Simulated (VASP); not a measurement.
CoO, 2 atoms in the cell. The structure is cubic, space group Pm-3m (No. 221). Conventional cell: a = 2.661 Å, b = 2.661 Å, c = 2.661 Å, α = 90.00°, β = 90.00°, γ = 90.00°. Within 3.0 Å of Co (site symmetry m-3m) lie 8 O at 2.30 Å and 6 Co at 2.66 Å. Within 3.0 Å of O (site symmetry m-3m) lie 8 Co at 2.30 Å and 6 O at 2.66 Å. 

```yaml
Program: VASP 6.6.1
Task: relaxation of cell and atoms
Functional: PBE
Potentials_or_basis: VASP PAW PBE potentials, release 64 (Co_sv, O)
Cutoff: 700 eV
k_mesh: 10 × 10 × 10
Occupations: gaussian, width 0.02 eV
Spin: no spin polarisation
Hubbard_terms: Co d U = 3.32 eV
Dipole_correction: no
Further_INCAR_settings: ALGO = Normal; EDIFF = 1e-07; IBRION = 2; EDIFFG = -0.01; NSW = 80; ISIF = 3
```

Potentials or basis: VASP PAW PBE potentials, release 64 (Co_sv, O).

Run with:

```bash
$ cat potpaw_PBE.64/Co_sv/POTCAR potpaw_PBE.64/O/POTCAR > POTCAR
$ mpirun -np 1 vasp_std > vasp.out
```

Hardware: 1 thread of Intel(R) Xeon(R) 6975P-C (Granite Rapids) (shared host).

Q: Estimate the wall time of this run.

A: It took 22 s on 1 thread of Intel(R) Xeon(R) 6975P-C (Granite Rapids), on a shared host, peak memory 0.15 GiB. Counts: scf iterations 42, k points 56, ion steps 3.
